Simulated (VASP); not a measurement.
# P in VASP: further runs, part 2 of 2

VASP 6.6.1.

**3. Single point, PBE (strained)**

INCAR reads:

```
SYSTEM = P
  PREC = Accurate
  ENCUT = 520
  EDIFF = 1E-6
  ISMEAR = 0
  SIGMA = 0.05
  LREAL = .False.
  LASPH = .True.
  NELM = 100
  ALGO = Normal
  ISIF = 2
  LWAVE = .False.
  LCHARG = .False.
  GGA = PE
  NBANDS = 18
```

KPOINTS reads:

```
regular mesh
0
Gamma
  12 12 8
  0 0 0
```

POSCAR reads:

```
P
1.0
    1.7057588500     -5.2789800000      0.0000000000
    1.7057588500      5.2789800000      0.0000000000
    0.0000000000      0.0000000000      4.0650342000
P
4
Direct
    0.0893737507      0.9106262493      0.9003242195
    0.5893737507      0.4106262493      0.5996757805
    0.9106262493      0.0893737507      0.0996757805
    0.4106262493      0.5893737507      0.4003242195
```

Potentials or basis: VASP PAW PBE potentials, release 64 (P).

Started as:

```
$ cat potpaw_PBE.64/P/POTCAR > POTCAR
$ mpirun -np 1 vasp_std > vasp.out
```

OUTCAR:

```text
SYSTEM = P
   PREC = Accurate
   ENCUT = 520
   EDIFF = 1E-6
   ISMEAR = 0
   LREAL = .False.
   LASPH = .True.
   NELM = 100
   ISIF = 2
   GGA = PE

 ion  position               nearest neighbor table
   1  0.089  0.911  0.900-   3 2.05   2 2.10   2 2.10
   2  0.589  0.411  0.600-   4 2.05   1 2.10   1 2.10
   3  0.911  0.089  0.100-   1 2.05   4 2.10   4 2.10
   4  0.411  0.589  0.400-   2 2.05   3 2.10   3 2.10

  LATTYP: Found a base centered orthorhombic cell.
 ALAT       =     3.4115177000
 B/A-ratio  =     3.0947985408
 C/A-ratio  =     1.1915618084

  Lattice vectors:

 A1 = (   1.7057588500,  -5.2789800000,   0.0000000000)
 A2 = (   1.7057588500,   5.2789800000,   0.0000000000)
 A3 = (   0.0000000000,   0.0000000000,   4.0650342000)

Analysis of symmetry for initial positions (statically):
=====================================================================
 Subroutine PRICEL returns:
 Original cell was already a primitive cell.

 Routine SETGRP: Setting up the symmetry group for a
 base centered orthorhombic supercell.

 Subroutine GETGRP returns: Found  8 space group operations
 (whereof  4 operations were pure point group operations)
 out of a pool of  8 trial point group operations.

The static configuration has the point symmetry C_2h.
 The point group associated with its full space group is D_2h.

Analysis of symmetry for dynamics (positions and initial velocities):
=====================================================================
 Subroutine PRICEL returns:
 Original cell was already a primitive cell.

 Routine SETGRP: Setting up the symmetry group for a
 base centered orthorhombic supercell.

 Subroutine GETGRP returns: Found  8 space group operations
 (whereof  4 operations were pure point group operations)
 out of a pool of  8 trial point group operations.

The dynamic configuration has the point symmetry C_2h.
 The point group associated with its full space group is D_2h.

[... 123 lines left out ...]
  volume/ion in A,a.u.               =      18.30       123.51
  Fermi-wavevector in a.u.,A,eV,Ry     =   1.062260  2.007381 15.352767  1.128397
  Thomas-Fermi vector in A             =   2.197705
   LORBIT       =      0    0 simple, 1 ext, 2 COOP (PROOUT), +10 PAW based schemes
   GGA     = PE    functional components
   LHFCALC =     F    Hartree Fock is set to
   AEXX    =    0.0000 exact exchange contribution
   IVDW    =     0    specifies the selected vdW correction
   LEPSILON=     F    determine dielectric tensor
   LRPA    =     F    only Hartree local field effects (RPA)
 non-spin polarized calculation
 Gauss-broadening in eV      SIGMA  =   0.05
  energy-cutoff  :      520.00
  volume of cell :       73.21
 maximum number of plane-waves:      1994
 NGX is ok and might be reduce to    42
   NGX = 21   NGY = 21   NGZ = 15

 number of electron      19.9999995 magnetization

 Free energy of the ion-electron system (eV)
  ---------------------------------------------------
  ext. energy  EPLUGINS =         0.00000000
  ---------------------------------------------------
  free energy    TOTEN  =       -20.29815256 eV

  energy without entropy =      -20.29780522  energy(sigma->0) =      -20.29797889

 E-fermi :   6.6646     XC(G=0):  -9.8314

 val. band max:        6.6494507814   @ k =   0.5000   0.3333   0.0000
 cond. band min:       6.6656659102   @ k =   0.4167   0.4167   0.0000
 fundamental gap:      0.0162151288
 Fermi energy:         6.6645555033

 k-point     1 :       0.0000    0.0000    0.0000
  band No.  band energies     occupation
      1     -10.1858      2.00000
      2      -6.4093      2.00000
      3      -3.0991      2.00000
      4      -0.3727      2.00000
      5       0.7580      2.00000
      6       1.6964      2.00000
[... 481 lines left out ...]
      5       0.1334      2.00000
      6       0.5724      2.00000
[... 10 lines left out ...]
     17      11.6697      0.00000
     18      13.2102      0.00000

 [... further k-points ...]

------------------------ aborting loop because EDIFF is reached ----------------------------------------

  FORCE on cell =-STRESS in cart. coord.  units (eV):
  Direction    XX          YY          ZZ          XY          YZ          ZX
  --------------------------------------------------------------------------------------
  -------------------------------------------------------------------------------------
  Total        5.2767854      9.9077848      8.6864580      0.0000000     -0.0000000      0.0000000
  in kB      115.4830281    216.8329603    190.1040879      0.0000000     -0.0000000      0.0000000
  external PRESSURE =     174.1400254 kB  Pullay stress =       0.0000000 kB

 VOLUME and BASIS-vectors are now :
 -----------------------------------------------------------------------------
  energy-cutoff  :      520.00
  volume of cell :       73.21
      direct lattice vectors                 reciprocal lattice vectors
     1.705758850 -5.278980000  0.000000000     0.293124670 -0.094715267  0.000000000
     1.705758850  5.278980000  0.000000000     0.293124670  0.094715267  0.000000000
     0.000000000  0.000000000  4.065034200     0.000000000  0.000000000  0.246000390

 POSITION                                       TOTAL-FORCE (eV/Angst)
 -----------------------------------------------------------------------------------
      1.70576      4.33538      3.65985         0.000000     -2.567110      1.471538
      1.70576     -0.94360      2.43770         0.000000     -2.567110     -1.471538
      1.70576     -4.33538      0.40519         0.000000      2.567110     -1.471538
      1.70576      0.94360      1.62733         0.000000      2.567110      1.471538
 -----------------------------------------------------------------------------------
    total drift:                                0.000000     -0.000000     -0.000000

  FREE ENERGIE OF THE ION-ELECTRON SYSTEM (eV)
  ---------------------------------------------------
  free  energy   TOTEN  =       -20.2981525568 eV

  energy  without entropy=      -20.2978052180  energy(sigma->0) =      -20.29797889
```

stdout:

```text
POSCAR found type information on POSCAR P
 POSCAR found :  1 types and       4 ions
 scaLAPACK will be used
 LDA part: xc-table for (Slater+PW92), standard interpolation
 POSCAR, INCAR and KPOINTS ok, starting setup
 FFT: planning ... GRIDC
 FFT: planning ... GRID_SOFT
 FFT: planning ... GRID
 WAVECAR not read
 entering main loop
```

It took 2.8 min on 1 thread of AMD EPYC 9R45 (Zen 5), shared host; peak memory 0.31 GiB.

What came out:

| Item | Value |
| --- | --- |
| Free energy | -20.2982 eV |
| Pressure | 17.4 GPa |
| Largest force | 2.959 eV/Å |

Forces on the atoms (eV/Å):
```
P    0.000 -2.567  1.472
P    0.000 -2.567 -1.472
P    0.000  2.567 -1.472
P    0.000  2.567  1.472
```

Stress tensor (GPa, compression positive):
```
11.55  0.00  0.00
 0.00 21.68  0.00
 0.00  0.00 19.01
```

Levels at points of the mesh, in eV from the Fermi level:
| k point | band 6 | band 7 | band 8 | band 9 | band 10 | band 11 | band 12 | band 13 | band 14 | band 15 |
| --- | --- | --- | --- | --- | --- | --- | --- | --- | --- | --- |
| (0.00, 0.00, 0.00) | -4.97 | -3.71 | -3.36 | -1.92 | -1.03 | 0.49 | 1.08 | 1.89 | 3.03 | 6.71 |
| (0.50, 0.00, 0.00) | -5.74 | -3.29 | -3.29 | -2.41 | -2.41 | 1.87 | 1.87 | 2.53 | 2.53 | 4.42 |
| (0.50, 0.50, 0.00) | -5.62 | -3.80 | -3.55 | -0.86 | -0.71 | 0.91 | 0.98 | 1.36 | 2.95 | 5.77 |
| (0.00, 0.00, 0.50) | -4.76 | -3.92 | -3.92 | -1.81 | -1.81 | 1.14 | 1.14 | 2.64 | 2.64 | 6.39 |
| (0.50, 0.00, 0.50) | -5.96 | -5.45 | -5.45 | -1.36 | -1.36 | 2.19 | 2.19 | 5.32 | 5.32 | 6.10 |
| (0.50, 0.50, 0.50) | -4.78 | -2.58 | -2.58 | -1.67 | -1.67 | 1.12 | 1.12 | 2.96 | 2.96 | 3.87 |

Caveat: the cell differs from its parent crystal (strained); the cell stands under pressure; forces of over 1 eV/Å act on the atoms, so gaps and moduli don't describe the material at rest.

**4. Single point, PBE (strained and its atoms moved)**

INCAR reads:

```
ALGO = Normal
EDIFF = 1E-6
ENCUT = 520
GGA = PE
ISIF = 2
ISMEAR = 0
LASPH = T
LCHARG = T
LELF = T
LREAL = F
LVHAR = T
LWAVE = F
NBANDS = 18
NELM = 100
PREC = Accurate
SIGMA = 0.05
```

KPOINTS reads:

```
k-points
0
Gamma
  12 12 8
```

POSCAR reads:

```
P
1.0
    1.7413910000     -4.9312200000      0.0000000000
    1.7413910000      4.9312200000      0.0000000000
    0.0000000000      0.0000000000      4.3148256000
P
4
Direct
    0.1129194964      0.9067377285      0.9411242259
    0.5932622715      0.3870805036      0.5588757741
    0.9067377285      0.1129194964      0.0588757741
    0.3870805036      0.5932622715      0.4411242259
```

Potentials or basis: VASP PAW PBE potentials, release 64 (P).

Started as:

```
$ cat potpaw_PBE.64/P/POTCAR > POTCAR
$ mpirun -np 1 vasp_std > vasp.out
```

OUTCAR:

```text
EDIFF = 1E-6
   ENCUT = 520
   GGA = PE
   ISIF = 2
   ISMEAR = 0
   LASPH = T
   LREAL = F
   NELM = 100
   PREC = Accurate

 ion  position               nearest neighbor table
   1  0.113  0.907  0.941-   3 2.10   2 2.35   2 2.45
   2  0.593  0.387  0.559-   4 2.10   1 2.35   1 2.45
   3  0.907  0.113  0.059-   1 2.10   4 2.35   4 2.45
   4  0.387  0.593  0.441-   2 2.10   3 2.35   3 2.45

  LATTYP: Found a base centered orthorhombic cell.
 ALAT       =     3.4827820000
 B/A-ratio  =     2.8317706937
 C/A-ratio  =     1.2389020042

  Lattice vectors:

 A1 = (   1.7413910000,  -4.9312200000,   0.0000000000)
 A2 = (   1.7413910000,   4.9312200000,   0.0000000000)
 A3 = (   0.0000000000,   0.0000000000,   4.3148256000)

Analysis of symmetry for initial positions (statically):
=====================================================================
 Subroutine PRICEL returns:
[... 173 lines left out ...]
  free energy    TOTEN  =       -20.83903802 eV

  energy without entropy =      -20.83866443  energy(sigma->0) =      -20.83885123

 E-fermi :   6.4818     XC(G=0): -10.0600

 val. band max:        6.4606192942   @ k =  -0.4167   0.0833   0.0000
 cond. band min:       6.5327431987   @ k =   0.5000   0.5000   0.1250
 fundamental gap:      0.0721239045
 Fermi energy:         6.4818024648

 k-point     1 :       0.0000    0.0000    0.0000
  band No.  band energies     occupation
      1      -8.8183      2.00000
      2      -4.4308      2.00000
      3      -3.5473      2.00000
      4      -0.0114      2.00000
      5       1.4199      2.00000
      6       2.2959      2.00000
[... 481 lines left out ...]
      5       1.1746      2.00000
      6       1.6296      2.00000
[... 10 lines left out ...]
     17      12.2609      0.00000
     18      13.1112      0.00000

 [... further k-points ...]

------------------------ aborting loop because EDIFF is reached ----------------------------------------

  FORCE on cell =-STRESS in cart. coord.  units (eV):
  Direction    XX          YY          ZZ          XY          YZ          ZX
  --------------------------------------------------------------------------------------
  -------------------------------------------------------------------------------------
  Total       -2.8154274      8.1353177     -3.6244040      0.0000000      0.0000000      0.0000000
  in kB      -60.8710793    175.8900146    -78.3615954      0.0000000      0.0000000      0.0000000
  external PRESSURE =      12.2191133 kB  Pullay stress =       0.0000000 kB

 VOLUME and BASIS-vectors are now :
 -----------------------------------------------------------------------------
  energy-cutoff  :      520.00
  volume of cell :       74.10
      direct lattice vectors                 reciprocal lattice vectors
     1.741391000 -4.931220000  0.000000000     0.287126785 -0.101394787  0.000000000
     1.741391000  4.931220000  0.000000000     0.287126785  0.101394787  0.000000000
     0.000000000  0.000000000  4.314825600     0.000000000  0.000000000  0.231759077

 POSITION                                       TOTAL-FORCE (eV/Angst)
 -----------------------------------------------------------------------------------
      1.77562      3.91449      4.06079        -0.311451     -1.517569     -1.597104
      1.70716     -1.01673      2.41145         0.311451     -1.517569      1.597104
      1.77562     -3.91449      0.25404        -0.311451      1.517569      1.597104
      1.70716      1.01673      1.90337         0.311451      1.517569     -1.597104
 -----------------------------------------------------------------------------------
    total drift:                                0.000000     -0.000000      0.000000

  FREE ENERGIE OF THE ION-ELECTRON SYSTEM (eV)
  ---------------------------------------------------
  free  energy   TOTEN  =       -20.8390380202 eV

  energy  without entropy=      -20.8386644337  energy(sigma->0) =      -20.83885123
```

stdout:

```text
POSCAR found type information on POSCAR P
 POSCAR found :  1 types and       4 ions
 scaLAPACK will be used
 LDA part: xc-table for (Slater+PW92), standard interpolation
 POSCAR, INCAR and KPOINTS ok, starting setup
 FFT: planning ... GRIDC
 FFT: planning ... GRID_SOFT
 FFT: planning ... GRID
 WAVECAR not read
 entering main loop
```

Run time: 2.3 min. Hardware: 1 thread of AMD EPYC 9R45 (Zen 5), shared host; peak memory 0.31 GiB.

What came out:

* Free energy: -20.8390 eV
* Pressure: 1.2 GPa
* Largest force: 2.225 eV/Å
* Band gap on the k mesh: zero (bands 10 and 11 overlap by 0.31 eV)

Forces in eV/Å, atoms in the order of the input:
```
P   -0.311 -1.518 -1.597
P    0.311 -1.518  1.597
P   -0.311  1.518  1.597
P    0.311  1.518 -1.597
```

Stress tensor (GPa, compression positive):
```
-6.09  0.00  0.00
 0.00 17.59  0.00
 0.00  0.00 -7.84
```

Levels at points of the mesh, in eV from the Fermi level:
```tsv
k point	band 8	band 9	band 10	band 11	band 12	band 13
(0.00, 0.00, 0.00)	-1.93	-1.59	-1.46	1.58	2.22	2.58
(0.50, 0.00, 0.00)	-2.86	-2.40	-2.22	0.78	1.21	1.24
(0.50, 0.50, 0.00)	-1.12	-0.91	0.20	1.20	1.23	2.25
(0.00, 0.00, 0.50)	-2.47	-1.29	-1.29	1.46	1.46	2.03
(0.50, 0.00, 0.50)	-4.81	-1.56	-1.56	2.83	2.83	3.53
(0.50, 0.50, 0.50)	-2.27	-0.97	-0.97	1.99	1.99	2.75
```

Caveat: the cell differs from its parent crystal (strained and its atoms moved); forces of over 1 eV/Å act on the atoms, so gaps and moduli don't describe the material at rest.

**5. The runs side by side**

```tsv
cell	gap on the mesh (eV)	pressure (GPa)	largest force (eV/Å)
a = 5.098, b = 5.098, c = 4.526 Å, angles 90.0, 90.0, 142.6°, 4 atoms, atomic positions A	none	17.2	7.55
a = 5.548, b = 5.548, c = 4.065 Å, angles 90.0, 90.0, 144.2°, 4 atoms, atomic positions B	-	17.4	2.96
a = 5.230, b = 5.230, c = 4.315 Å, angles 90.0, 90.0, 141.1°, 4 atoms, atomic positions C	none	1.2	2.23
```

Alike in all rows: task single point; level PBE; potentials or basis VASP PAW PBE potentials, release 64 (P); no spin polarisation; k mesh 12 × 12 × 8; cutoff (eV) 520; smearing gaussian 0.05 eV.

Caveats: forces of over 1 eV/Å act on the atoms, so gaps and moduli don't describe the material at rest; the cell stands under pressure (at least some runs).

Absolute energies hang on the potentials; compare differences alone.
